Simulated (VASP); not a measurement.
# YN (Fm-3m) in VASP: single point with PBE0

Aim: the single point of YN with PBE0.

Everything below comes from runs of VASP 6.6.1. Logs are shortened: lines on timing, memory, paths and dates and some standing lists are left out, and cuts for length are marked.

## (1) The cell of the first run

Symmetry: Fm-3m, No. 225, cubic system. Conventional cell: a = 4.896 Å, b = 4.896 Å, c = 4.896 Å, α = 90.00°, β = 90.00°, γ = 90.00°. Within 3.2 Å of Y (site symmetry m-3m) lie 6 N at 2.45 Å. N (site symmetry m-3m) has 6 Y at 2.45 Å within 3.2 Å.

## (2) Single point, PBE0

The input, POSCAR:

```
YN
1.0
    0.0000000000      2.4480447800      2.4480447800
    2.4480447800      0.0000000000      2.4480447800
    2.4480447800      2.4480447800      0.0000000000
Y N
1 1
Direct
    0.0000000000      0.0000000000      0.0000000000
    0.5000000000      0.5000000000      0.5000000000
```

The input, INCAR.step1:

```
PREC = Accurate ; ENCUT = 520
EDIFF = 1E-5 ; ISMEAR = -1
SIGMA = 0.1 ; LREAL = F
LASPH = T ; NELM = 120
ALGO = Normal ; ISIF = 2
LWAVE = T ; LCHARG = F
GGA = PE ; NBANDS = 15
GGA_COMPAT = F ; KPAR = 4
```

The input, INCAR.step2:

```
PREC = Accurate ; ENCUT = 520
EDIFF = 1E-6 ; ISMEAR = -1
SIGMA = 0.1 ; LREAL = F
LASPH = T ; NELM = 120
ALGO = Normal ; ISIF = 2
LWAVE = F ; LCHARG = F
GGA = PE ; LHFCALC = T
AEXX = 0.25 ; PRECFOCK = Normal
ISTART = 1 ; NBANDS = 15
GGA_COMPAT = F ; KPAR = 4
```

The input, KPOINTS:

```
Automatic mesh
0
Gamma
  8 8 8
```

Potentials or basis: VASP PAW PBE potentials, release 64 (Y_sv, N).

Command:

```
cat potpaw_PBE.64/Y_sv/POTCAR potpaw_PBE.64/N/POTCAR > POTCAR
cp INCAR.step1 INCAR
mpirun -np 4 vasp_std > vasp.out
cp INCAR.step2 INCAR
mpirun -np 4 vasp_std > vasp.out
```

OUTCAR:

```text
PREC = Accurate
   ENCUT = 520
   EDIFF = 1E-6
   ISMEAR = -1
   LREAL = F
   LASPH = T
   NELM = 120
   ISIF = 2
   GGA = PE
   LHFCALC = T
   AEXX = 0.25
   PRECFOCK = Normal
   ISTART = 1

 ion  position               nearest neighbor table
   1  0.000  0.000  0.000-   2 2.45   2 2.45   2 2.45   2 2.45   2 2.45   2 2.45
   2  0.500  0.500  0.500-   1 2.45   1 2.45   1 2.45   1 2.45   1 2.45   1 2.45

  LATTYP: Found a face centered cubic cell.
 ALAT       =     4.8960895600

  Lattice vectors:

 A1 = (   0.0000000000,   2.4480447800,   2.4480447800)
 A2 = (   2.4480447800,   0.0000000000,   2.4480447800)
 A3 = (   2.4480447800,   2.4480447800,   0.0000000000)

Analysis of symmetry for initial positions (statically):
=====================================================================
 Subroutine PRICEL returns:
 Original cell was already a primitive cell.

 Routine SETGRP: Setting up the symmetry group for a
 face centered cubic supercell.

 Subroutine GETGRP returns: Found 48 space group operations
 (whereof 48 operations were pure point group operations)
 out of a pool of 48 trial point group operations.

The static configuration has the point symmetry O_h .

Analysis of symmetry for dynamics (positions and initial velocities):
=====================================================================
 Subroutine PRICEL returns:
 Original cell was already a primitive cell.

 Routine SETGRP: Setting up the symmetry group for a
 face centered cubic supercell.

 Subroutine GETGRP returns: Found 48 space group operations
 (whereof 48 operations were pure point group operations)
 out of a pool of 48 trial point group operations.

The dynamic configuration has the point symmetry O_h .

 Subroutine INISYM returns: Found 48 space group operations
 (whereof 48 operations are pure point group operations),
 and found     1 'primitive' translations

----------------------------------------------------------------------------------------

                                     Primitive cell

  volume of cell :      29.3419

  direct lattice vectors                    reciprocal lattice vectors
     0.000000000  2.448044780  2.448044780    -0.204244630  0.204244630  0.204244630
     2.448044780  0.000000000  2.448044780     0.204244630 -0.204244630  0.204244630
     2.448044780  2.448044780  0.000000000     0.204244630  0.204244630 -0.204244630

  length of vectors
     3.462058129  3.462058129  3.462058129     0.353762076  0.353762076  0.353762076

  position of ions in fractional coordinates (direct lattice)
     0.000000000  0.000000000  0.000000000
     0.500000000  0.500000000  0.500000000

  ion indices of the primitive-cell ions
   primitive index   ion index
                 1           1
                 2           2

----------------------------------------------------------------------------------------

 KPOINTS: Automatic mesh

Automatic generation of k-mesh.
 Grid dimensions read from file:
 generate k-points for:    8    8    8

 Generating k-lattice:

  Cartesian coordinates                     Fractional coordinates (reciprocal lattice)
    -0.025530579  0.025530579  0.025530579     0.125000000  0.000000000  0.000000000
     0.025530579 -0.025530579  0.025530579     0.000000000  0.125000000  0.000000000
     0.025530579  0.025530579 -0.025530579     0.000000000  0.000000000  0.125000000

  Length of vectors
     0.044220260  0.044220260  0.044220260

  Shift w.r.t. Gamma in fractional coordinates (k-lattice)
     0.000000000  0.000000000  0.000000000

 Subroutine IBZKPT returns following result:
 ===========================================

 Found     29 irreducible k-points:

 Following reciprocal coordinates:
            Coordinates               Weight
  0.000000  0.000000  0.000000      1.000000
  0.125000  0.000000  0.000000      8.000000
  0.250000  0.000000  0.000000      8.000000
  0.375000  0.000000  0.000000      8.000000
  0.500000  0.000000  0.000000      4.000000
  0.125000  0.125000  0.000000      6.000000
[... 16 lines left out ...]
  0.500000  0.250000  0.125000     48.000000
 -0.375000  0.250000  0.125000     24.000000
 [... further k-points ...]
   k-points           NKPTS =     29   k-points in BZ     NKDIM =    512   number of bands    NBANDS=     15
   number of dos      NEDOS =    301   number of ions     NIONS =      2
   total plane-waves  NPLWV =  21952
   dimension x,y,z NGX =    28 NGY =   28 NGZ =   28
   dimension x,y,z NGXF=    56 NGYF=   56 NGZF=   56
   ions per type =               1   1
   NGX,Y,Z   is equivalent  to a cutoff of  13.45, 13.45, 13.45 a.u.
   NGXF,Y,Z  is equivalent  to a cutoff of  26.89, 26.89, 26.89 a.u.
 SYSTEM =  unknown system
   PREC   = accura    normal or accurate (medium, high low for compatibility)
   ISTART =      1    job   : 0-new  1-cont  2-samecut
   ICHARG =      0    charge: 1-file 2-atom 10-const
   ISPIN  =      1    spin polarized calculation?
   LNONCOLLINEAR =      F non collinear calculations
   LSORBIT =      F    spin-orbit coupling
   LASPH  =      T    aspherical Exc in radial PAW
   ENCUT  =  520.0 eV  38.22 Ry    6.18 a.u.   6.44  6.44  6.44*2*pi/ulx,y,z
   NELM   =    120;   NELMIN=  2; NELMDL=  0     # of ELM steps
   EDIFF  = 0.1E-05   stopping-criterion for ELM
   LREAL  =      F    real-space projection
   EDIFFG = 0.1E-04   stopping-criterion for IOM
   NSW    =      0    number of steps for IOM
   IBRION =     -1    ionic relax: 0-MD 1-quasi-New 2-CG
   NFREE  =      0    steps in history (QN), initial steepest desc. (CG)
   ISIF   =      2    stress and relaxation
   ISYM   =      3    0-nonsym 1-usesym 2-fastsym
   POTIM  = 0.5000    time-step for ionic-motion
   TEBEG  =    0.0;   TEEND  =   0.0 temperature during run
   PSTRESS=    0.0 pullay stress
   NELECT =      16.0000    total number of electrons
   NUPDOWN=      -1.0000    fix difference up-down
   EMIN   =  10.00;   EMAX   =-10.00  energy-range for DOS
   EFERMI =   0.00;   METHOD = LEGACY
   ISMEAR =    -1;   SIGMA  =   0.10  broadening in eV -4-tet -1-fermi 0-gaus
   EFERMI_NEDOS =   21; number of points for ismear=-14 and -15
   IALGO  =     38    algorithm
   IMIX   =      1    mixing-type and parameters
     AMIX     =   0.40;   BMIX     =  1.00
     AMIX_MAG =   1.60;   BMIX_MAG =  1.00
  volume/ion in A,a.u.               =      14.67        99.00
  Fermi-wavevector in a.u.,A,eV,Ry     =   1.337474  2.527460 24.338614  1.788838
  Thomas-Fermi vector in A             =   2.466020
   LORBIT       =      0    0 simple, 1 ext, 2 COOP (PROOUT), +10 PAW based schemes
   GGA     = PE    functional components
   LHFCALC =     T    Hartree Fock is set to
   PRECFOCK=normal    Normal, Fast or Accurate (Low or Medium for compatibility)
   ENCUT4O =  -1.0   cutoff for four orbital integrals eV
   NKREDX  =     1    reduce k-point grid by
   NKREDY  =     1    reduce k-point grid by
   NKREDZ  =     1    reduce k-point grid by
   AEXX    =    0.2500 exact exchange contribution
   HFSCREEN=    0.0000 screening length (either q_TF or 0.3 A-1)
   HFSCREENC=   0.0000 screening length for correlation (either q_TF or 0.3 A-1)
   ENCUTFOCK=  -1.0 apply spherical cutoff to Coloumb kernel
   IVDW    =     0    specifies the selected vdW correction
   LEPSILON=     F    determine dielectric tensor
   LRPA    =     F    only Hartree local field effects (RPA)
 non-spin polarized calculation
  energy-cutoff  :      520.00
  volume of cell :       29.34
 maximum number of plane-waves:       817
 NGX is ok and might be reduce to    28
  NGX = 20; NGY = 20; NGZ = 20

 number of electron      16.0000002 magnetization

 Free energy of the ion-electron system (eV)
  ---------------------------------------------------
  ext. energy  EPLUGINS =         0.00000000
  ---------------------------------------------------
  free energy    TOTEN  =       -22.71662351 eV

  energy without entropy =      -22.71661919  energy(sigma->0) =      -22.71662135

 E-fermi :   4.0581     XC(G=0):  -8.8377

 val. band max:        3.1674632115   @ k =   0.0000   0.0000   0.0000
 cond. band min:       4.9281361578   @ k =   0.5000   0.5000   0.0000
 fundamental gap:      1.7606729463
 Fermi energy:         4.0580849469

 k-point     1 :       0.0000    0.0000    0.0000
  band No.  band energies     occupation
      1     -40.5001      2.00000
      2     -18.7696      2.00000
      3     -18.7696      2.00000
      4     -18.7696      2.00000
      5     -11.2930      2.00000
      6       3.1675      1.99973
      7       3.1675      1.99973
      8       3.1675      1.99973
      9       8.1938      0.00000
     10       8.1938      0.00000
     11       8.1938      0.00000
     12       9.0874      0.00000
     13      10.1851      0.00000
     14      10.1851      0.00000
     15      15.9045      0.00000

 k-point     2 :       0.1250    0.0000    0.0000
  band No.  band energies     occupation
      1     -40.4819      2.00000
      2     -18.9805      2.00000
      3     -18.7819      2.00000
      4     -18.7819      2.00000
      5     -10.9920      2.00000
      6       2.1878      2.00000
      7       2.6338      2.00000
      8       2.6338      2.00000
      9       8.2776      0.00000
     10       8.5987      0.00000
     11       8.5987      0.00000
     12      10.0151      0.00000
     13      11.0049      0.00000
     14      11.0049      0.00000
     15      16.9475      0.00000

 k-point     3 :       0.2500    0.0000    0.0000
  band No.  band energies     occupation
      1     -40.4374      2.00000
      2     -19.4415      2.00000
      3     -18.8112      2.00000
      4     -18.8112      2.00000
      5     -10.2915      2.00000
      6       0.4740      2.00000
      7       1.6671      2.00000
      8       1.6671      2.00000
      9       8.6845      0.00000
     10       9.6465      0.00000
     11       9.6465      0.00000
     12      11.7094      0.00000
     13      12.8324      0.00000
     14      12.8324      0.00000
     15      18.9851      0.00000

 k-point     4 :       0.3750    0.0000    0.0000
  band No.  band energies     occupation
      1     -40.3925      2.00000
      2     -19.8520      2.00000
      3     -18.8401      2.00000
      4     -18.8401      2.00000
      5      -9.5984      2.00000
      6      -0.8827      2.00000
      7       0.9336      2.00000
      8       0.9336      2.00000
      9       9.7420      0.00000
     10      10.9950      0.00000
     11      10.9950      0.00000
     12      12.4596      0.00000
     13      14.7379      0.00000
     14      14.7379      0.00000
     15      19.2991      0.00000
[... 307 lines left out ...]
 k-point    22 :       0.3750    0.2500    0.1250
  band No.  band energies     occupation
      1     -40.4046      2.00000
      2     -19.5081      2.00000
      3     -19.0124      2.00000
      4     -18.8673      2.00000
      5     -10.1660      2.00000
      6      -0.0296      2.00000
      7       1.5509      2.00000
      8       2.0602      2.00000
      9       7.4674      0.00000
     10      10.8194      0.00000
     11      10.9638      0.00000
     12      11.5913      0.00000
     13      12.6681      0.00000
     14      15.2506      0.00000
     15      20.2258      0.00000

 k-point    23 :       0.5000    0.2500    0.1250
  band No.  band energies     occupation
      1     -40.3687      2.00000
      2     -19.7091      2.00000
      3     -19.1116      2.00000
      4     -18.9202      2.00000
      5      -9.8914      2.00000
      6      -0.3168      2.00000
      7       1.0445      2.00000
      8       1.5060      2.00000
      9       8.3654      0.00000
     10      11.2512      0.00000
     11      11.7015      0.00000
     12      12.4775      0.00000
     13      14.4045      0.00000
     14      15.9903      0.00000
     15      18.5165      0.00000

 k-point    24 :      -0.3750    0.2500    0.1250
  band No.  band energies     occupation
      1     -40.3537      2.00000
      2     -19.7932      2.00000
      3     -19.1363      2.00000
      4     -18.9542      2.00000
      5      -9.7844      2.00000
      6      -0.4286      2.00000
      7       1.0626      2.00000
      8       1.0816      2.00000
      9       9.6183      0.00000
     10      10.0310      0.00000
     11      12.2628      0.00000
     12      13.3835      0.00000
     13      15.0804      0.00000
     14      16.2738      0.00000
     15      18.0975      0.00000

 [... further k-points ...]

------------------------ aborting loop because EDIFF is reached ----------------------------------------

  FORCE on cell =-STRESS in cart. coord.  units (eV):
  Direction    XX          YY          ZZ          XY          YZ          ZX
  --------------------------------------------------------------------------------------
  -------------------------------------------------------------------------------------
  Total       -0.3267350     -0.3267350     -0.3267350     -0.0000000      0.0000000     -0.0000000
  in kB      -17.8409594    -17.8409594    -17.8409594     -0.0000000      0.0000000     -0.0000000
  external PRESSURE =     -17.8409594 kB  Pullay stress =       0.0000000 kB

 VOLUME and BASIS-vectors are now :
 -----------------------------------------------------------------------------
  energy-cutoff  :      520.00
  volume of cell :       29.34
      direct lattice vectors                 reciprocal lattice vectors
     0.000000000  2.448044780  2.448044780    -0.204244630  0.204244630  0.204244630
     2.448044780  0.000000000  2.448044780     0.204244630 -0.204244630  0.204244630
     2.448044780  2.448044780  0.000000000     0.204244630  0.204244630 -0.204244630

 POSITION                                       TOTAL-FORCE (eV/Angst)
 -----------------------------------------------------------------------------------
      0.00000      0.00000      0.00000         0.000000     -0.000000      0.000000
      2.44804      2.44804      2.44804        -0.000000      0.000000     -0.000000
 -----------------------------------------------------------------------------------
    total drift:                                0.000000      0.000000      0.000000

  FREE ENERGIE OF THE ION-ELECTRON SYSTEM (eV)
  ---------------------------------------------------
  free  energy   TOTEN  =       -22.7166235119 eV

  energy  without entropy=      -22.7166191897  energy(sigma->0) =      -22.71662135
```

Wall time 19 min (4 MPI ranks of Intel Xeon 6975P-C (Granite Rapids), shared host); peak memory 0.2 GiB.

Results:

```yaml
Free_energy: -22.7166 eV
Pressure: -1.8 GPa
Band_gap_on_the_k_mesh: 1.76 eV (least direct gap 2.23 eV)
```

Caveat: the PAW data sets were made with another functional, which shifts forces and pressure a little. A k mesh can miss the band edges.
